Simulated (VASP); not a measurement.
Crystal: Si.

```
Si
1.0
     0.00000    2.72212    2.69898
     2.72212    0.00000    2.69898
     2.72212    2.72212    0.00000
Si
2
Direct
  0.00000 0.00000 0.00000
  0.25000 0.25000 0.25000
```

This cell differs from its parent crystal: uniaxial z strain -0.9%.

Base run:

| Property | Result |
| --- | --- |
| Program | VASP 6.6.1 |
| Functional | r2SCAN |
| Potentials or basis | VASP PAW PBE potentials, release 64 (Si) |
| Cutoff | 520 eV |
| k mesh | 8 × 8 × 8 |
| Occupations | gaussian, width 0.01 eV |
| Spin | no spin polarisation |

Its results: band gap on the k mesh 0.72 eV, indirect (least direct gap 2.69 eV); pressure 0.6 GPa.

The run is repeated on the same cell with these changes: functional from r2SCAN to PBE; occupations from gaussian, width 0.01 eV to fermi-dirac, width 0.02 eV. What comes out?

Band gap on the k mesh 0.52 eV, indirect (least direct gap 2.51 eV); pressure 2.1 GPa.

Caveats: the PAW data sets were made with another functional, which shifts forces and pressure a little (some runs).

A k mesh can miss the band edges.
